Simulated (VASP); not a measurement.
Wanted: the native input for a VASP 6.6.1 run.

* Task: single point
* Functional: PBE
* Potentials or basis: VASP PAW PBE potentials, release 64 (W_sv, Se)
* Cutoff: 520 eV
* k mesh: 12 × 12 × 2
* Occupations: fermi-dirac, width 0.02 eV
* Spin: no spin polarisation
* Dipole correction: no
* Further INCAR settings: ALGO = Normal; EDIFF = 1e-06; NBANDS = 35

The structure of WSe2 lies in POSCAR:

```
WSe2
1.0
    3.1676807483      0.0000000000      0.0000000000
   -1.5838403742      2.7432919991      0.0000000000
    0.0000000000      0.0000000000     12.6227528714
W Se
2 4
Direct
    0.3333333333      0.6666666667      0.2500000000
    0.6666666667      0.3333333333      0.7500000000
    0.6666666667      0.3333333333      0.3849008986
    0.6666666667      0.3333333333      0.1150991014
    0.3333333333      0.6666666667      0.8849008986
    0.3333333333      0.6666666667      0.6150991014
```

This cell differs from its parent crystal: strain -4.0%.

The input as run:

INCAR

```
ALGO     = Normal         # electronic algorithm
EDIFF    = 1E-6           # SCF threshold, eV
ENCUT    = 520            # plane-wave cutoff, eV
GGA      = PE             # functional
ISIF     = 2              # what is computed and relaxed
ISMEAR   = -1             # smearing method
LASPH    = T              # aspherical terms in the spheres
LCHARG   = F              # write CHGCAR
LREAL    = F              # projectors in reciprocal space
LWAVE    = F              # write WAVECAR
NBANDS   = 35             # bands
NELM     = 100            # most SCF steps
PREC     = Accurate       # precision mode
SIGMA    = 0.02           # smearing width, eV
```

KPOINTS

```
k-points
0
Gamma
  12 12 2
```

Potentials or basis: VASP PAW PBE potentials, release 64 (W_sv, Se).

The run is started by

```bash
$ cat potpaw_PBE.64/W_sv/POTCAR potpaw_PBE.64/Se/POTCAR > POTCAR
$ mpirun -np 1 vasp_std > vasp.out
```

It gave:

| Item | Value |
| --- | --- |
| Pressure | 14.4 GPa |
| Largest force | 0.419 eV/Å |
| Band gap on the k mesh | 0.84 eV (least direct gap 1.61 eV) |

Caveat: the cell differs from its parent crystal (strain -4.0%); the cell stands under pressure; spin-orbit coupling is left out, which moves the levels of the heavy elements; this functional lacks dispersion, which binds the layers, so the pressure and a relaxed spacing across them are unreliable.

Wall time 53 s on 1 thread of Intel(R) Xeon(R) 6975P-C (Granite Rapids), with other jobs on the host, peak memory 0.28 GiB.
